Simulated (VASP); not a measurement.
# KF in VASP: further runs

The runs below take KF through single point, with PBE, r2SCAN.

All numbers are computed with VASP 6.6.1; they aren't measurements. Logs are shortened: lines on timing, memory, paths and dates and some standing lists are left out, and cuts for length are marked.

### Step 1. The cell of the first run

It takes space group P6_3/mmc (No. 194, hexagonal). The conventional cell has a = 3.538 Å, b = 3.538 Å, c = 6.479 Å, α = 90.00°, β = 90.00°, γ = 120.00°. K (site symmetry -3m) has 6 F at 2.61 Å and 2 K at 3.24 Å within 3.4 Å. Within 3.4 Å of F (site symmetry -6m2) lie 6 K at 2.61 Å.

### Step 2. Single point, PBE (biaxial xy strain -3.3%)

Input file INCAR:

```
SYSTEM = KF
  PREC = Accurate
  ENCUT = 520
  EDIFF = 1E-6
  ISMEAR = -1
  SIGMA = 0.02
  LREAL = .FALSE.
  LASPH = .TRUE.
  NELM = 80
  ALGO = Normal
  ISIF = 2
  LWAVE = .FALSE.
  LCHARG = .TRUE.
  GGA = PE
  LELF = .TRUE.
  LVHAR = .TRUE.
  NBANDS = 24
```

Input file KPOINTS:

```
Automatic mesh
0
G
  12 12 4
  0 0 0
```

Input file POSCAR:

```
KF
1.0
    3.5376929650      0.0000000000      0.0000000000
   -1.7688464825      3.0637319784      0.0000000000
    0.0000000000      0.0000000000      6.4788134950
K F
2 2
Direct
    0.0000000000      0.0000000000      0.0000000000
    0.0000000000      0.0000000000      0.5000000000
    0.3333333333      0.6666666667      0.2500000000
    0.6666666667      0.3333333333      0.7500000000
```

Potentials or basis: VASP PAW PBE potentials, release 64 (K_sv, F).

Run with:

```bash
cat potpaw_PBE.64/K_sv/POTCAR potpaw_PBE.64/F/POTCAR > POTCAR
mpirun -np 1 vasp_std > vasp.out
```

OUTCAR:

```text
SYSTEM = KF
   PREC = Accurate
   ENCUT = 520
   EDIFF = 1E-6
   ISMEAR = -1
   LREAL = .FALSE.
   LASPH = .TRUE.
   NELM = 80
   ISIF = 2
   GGA = PE

 ion  position               nearest neighbor table
   1  0.000  0.000  0.000-   3 2.61   4 2.61   3 2.61   4 2.61   4 2.61   3 2.61   2 3.24   2 3.24

   2  0.000  0.000  0.500-   3 2.61   4 2.61   3 2.61   4 2.61   4 2.61   3 2.61   1 3.24   1 3.24

   3  0.333  0.667  0.250-   1 2.61   2 2.61   1 2.61   2 2.61   1 2.61   2 2.61
   4  0.667  0.333  0.750-   1 2.61   2 2.61   1 2.61   2 2.61   1 2.61   2 2.61

  LATTYP: Found a hexagonal cell.
 ALAT       =     3.5376929650
 C/A-ratio  =     1.8313668142

  Lattice vectors:

 A1 = (   3.5376929650,   0.0000000000,   0.0000000000)
 A2 = (  -1.7688464825,   3.0637319784,   0.0000000000)
 A3 = (   0.0000000000,   0.0000000000,   6.4788134950)

Analysis of symmetry for initial positions (statically):
=====================================================================
 Subroutine PRICEL returns:
 Original cell was already a primitive cell.

 Routine SETGRP: Setting up the symmetry group for a
 hexagonal supercell.

 Subroutine GETGRP returns: Found 24 space group operations
 (whereof 12 operations were pure point group operations)
 out of a pool of 24 trial point group operations.

The static configuration has the point symmetry D_3d.
 The point group associated with its full space group is D_6h.

Analysis of symmetry for dynamics (positions and initial velocities):
=====================================================================
 Subroutine PRICEL returns:
 Original cell was already a primitive cell.

 Routine SETGRP: Setting up the symmetry group for a
 hexagonal supercell.

 Subroutine GETGRP returns: Found 24 space group operations
 (whereof 12 operations were pure point group operations)
 out of a pool of 24 trial point group operations.

The dynamic configuration has the point symmetry D_3d.
 The point group associated with its full space group is D_6h.

 Subroutine INISYM returns: Found 24 space group operations
 (whereof 12 operations are pure point group operations),
 and found     1 'primitive' translations

----------------------------------------------------------------------------------------

                                     Primitive cell

  volume of cell :      70.2209

[... 90 lines left out ...]
   ENCUT  =  520.0 eV  38.22 Ry    6.18 a.u.   6.58  6.58 12.05*2*pi/ulx,y,z
   NELM   =     80;   NELMIN=  2; NELMDL= -5     # of ELM steps
   EDIFF  = 0.1E-05   stopping-criterion for ELM
   LREAL  =      F    real-space projection
   EDIFFG = 0.1E-04   stopping-criterion for IOM
   NSW    =      0    number of steps for IOM
   IBRION =     -1    ionic relax: 0-MD 1-quasi-New 2-CG
   NFREE  =      0    steps in history (QN), initial steepest desc. (CG)
   ISIF   =      2    stress and relaxation
   ISYM   =      2    0-nonsym 1-usesym 2-fastsym
   POTIM  = 0.5000    time-step for ionic-motion
   TEBEG  =    0.0;   TEEND  =   0.0 temperature during run
   PSTRESS=    0.0 pullay stress
   NELECT =      32.0000    total number of electrons
   NUPDOWN=      -1.0000    fix difference up-down
   EMIN   =  10.00;   EMAX   =-10.00  energy-range for DOS
   EFERMI =   0.00;   METHOD = LEGACY
   ISMEAR =    -1;   SIGMA  =   0.02  broadening in eV -4-tet -1-fermi 0-gaus
   EFERMI_NEDOS =   21; number of points for ismear=-14 and -15
   IALGO  =     38    algorithm
   IMIX   =      4    mixing-type and parameters
     AMIX     =   0.40;   BMIX     =  1.00
     AMIX_MAG =   1.60;   BMIX_MAG =  1.00
  volume/ion in A,a.u.               =      17.56       118.47
  Fermi-wavevector in a.u.,A,eV,Ry     =   1.259803  2.380683 21.593861  1.587104
  Thomas-Fermi vector in A             =   2.393345
   LORBIT       =      0    0 simple, 1 ext, 2 COOP (PROOUT), +10 PAW based schemes
   GGA     = PE    functional components
   LHFCALC =     F    Hartree Fock is set to
   AEXX    =    0.0000 exact exchange contribution
   IVDW    =     0    specifies the selected vdW correction
   LEPSILON=     F    determine dielectric tensor
   LRPA    =     F    only Hartree local field effects (RPA)
 non-spin polarized calculation
  energy-cutoff  :      520.00
  volume of cell :       70.22
 maximum number of plane-waves:      1920
 NGX is ok and might be reduce to    28
   NGX = 13   NGY = 13   NGZ = 25

 number of electron      31.9999991 magnetization

 Free energy of the ion-electron system (eV)
  ---------------------------------------------------
  ext. energy  EPLUGINS =         0.00000000
  ---------------------------------------------------
  free energy    TOTEN  =       -16.28667091 eV

  energy without entropy =      -16.28667091  energy(sigma->0) =      -16.28667091

 E-fermi :  -1.9871     XC(G=0):  -8.7978

 val. band max:       -2.4714814234   @ k =   0.0000   0.0000   0.0000
 cond. band min:       4.0174311369   @ k =   0.0000   0.0000   0.0000
 fundamental gap:      6.4889125603
 Fermi energy:        -1.9871340750

 k-point     1 :       0.0000    0.0000    0.0000
  band No.  band energies     occupation
      1     -28.6666      2.00000
      2     -28.5076      2.00000
      3     -21.3999      2.00000
      4     -21.2318      2.00000
      5     -12.2368      2.00000
      6     -11.8227      2.00000
[... 637 lines left out ...]
     23      10.1821      0.00000
     24      11.1119      0.00000

 [... further k-points ...]

------------------------ aborting loop because EDIFF is reached ----------------------------------------

  FORCE on cell =-STRESS in cart. coord.  units (eV):
  Direction    XX          YY          ZZ          XY          YZ          ZX
  --------------------------------------------------------------------------------------
  -------------------------------------------------------------------------------------
  Total        2.2872638      2.2872638      1.8434739      0.0000000      0.0000000      0.0000000
  in kB       52.1867743     52.1867743     42.0611548      0.0000000      0.0000000      0.0000000
  external PRESSURE =      48.8115678 kB  Pullay stress =       0.0000000 kB

 VOLUME and BASIS-vectors are now :
 -----------------------------------------------------------------------------
  energy-cutoff  :      520.00
  volume of cell :       70.22
      direct lattice vectors                 reciprocal lattice vectors
     3.537692965  0.000000000  0.000000000     0.282670093  0.163199654  0.000000000
    -1.768846483  3.063731978  0.000000000     0.000000000  0.326399309  0.000000000
     0.000000000  0.000000000  6.478813495     0.000000000  0.000000000  0.154349249

 POSITION                                       TOTAL-FORCE (eV/Angst)
 -----------------------------------------------------------------------------------
      0.00000      0.00000      0.00000         0.000000      0.000000     -0.000000
      0.00000      0.00000      3.23941         0.000000      0.000000     -0.000000
     -0.00000      2.04249      1.61970         0.000000      0.000000      0.000000
      1.76885      1.02124      4.85911        -0.000000     -0.000000      0.000000
 -----------------------------------------------------------------------------------
    total drift:                                0.000000     -0.000000      0.000000

  FREE ENERGIE OF THE ION-ELECTRON SYSTEM (eV)
  ---------------------------------------------------
  free  energy   TOTEN  =       -16.2866709143 eV

  energy  without entropy=      -16.2866709143  energy(sigma->0) =      -16.28667091
```

OSZICAR:

```text
N       E                     dE             d eps       ncg     rms          rms(c)
DAV:   1     0.262961424572E+03    0.26296E+03   -0.16704E+04  2736   0.130E+03
DAV:   2    -0.429524723847E+01   -0.26726E+03   -0.25377E+03  3616   0.368E+02
DAV:   3    -0.178890539657E+02   -0.13594E+02   -0.13513E+02  3848   0.735E+01
DAV:   4    -0.187843734403E+02   -0.89532E+00   -0.89490E+00  4096   0.124E+01
DAV:   5    -0.187919120264E+02   -0.75386E-02   -0.75384E-02  3728   0.145E+00    0.916E+00
DAV:   6    -0.163181134587E+02    0.24738E+01   -0.87002E+00  3128   0.193E+01    0.623E+00
DAV:   7    -0.162940223365E+02    0.24091E-01   -0.44957E-01  3816   0.377E+00    0.389E+00
DAV:   8    -0.162846161454E+02    0.94062E-02   -0.13197E-01  3192   0.297E+00    0.466E-01
DAV:   9    -0.162855027143E+02   -0.88657E-03   -0.27267E-02  3504   0.982E-01    0.157E-01
DAV:  10    -0.162866852867E+02   -0.11826E-02   -0.43500E-03  3544   0.470E-01    0.137E-01
DAV:  11    -0.162866535953E+02    0.31691E-04   -0.70214E-05  3672   0.667E-02    0.111E-01
DAV:  12    -0.162866707993E+02   -0.17204E-04   -0.40353E-04  3152   0.129E-01    0.326E-02
DAV:  13    -0.162866700700E+02    0.72932E-06   -0.36006E-05  3864   0.391E-02    0.250E-02
DAV:  14    -0.162866709143E+02   -0.84434E-06   -0.24265E-06  2752   0.104E-02
   1 F= -.16286671E+02 E0= -.16286671E+02  d E =-.864029E-12
```

Run time: 2.2 min. Hardware: 1 thread of Intel Xeon 8259CL, shared host; peak memory 0.23 GiB.

What came out:

* Free energy: -16.2867 eV
* Pressure: 4.9 GPa
* Band gap on the k mesh: 6.49 eV

Stress tensor (GPa, compression positive):
```
5.22 0.00 0.00
0.00 5.22 0.00
0.00 0.00 4.21
```

Caveat: the cell differs from its parent crystal (biaxial xy strain -3.3%); the cell stands under pressure.

(Part 1 of 2 ends here.)
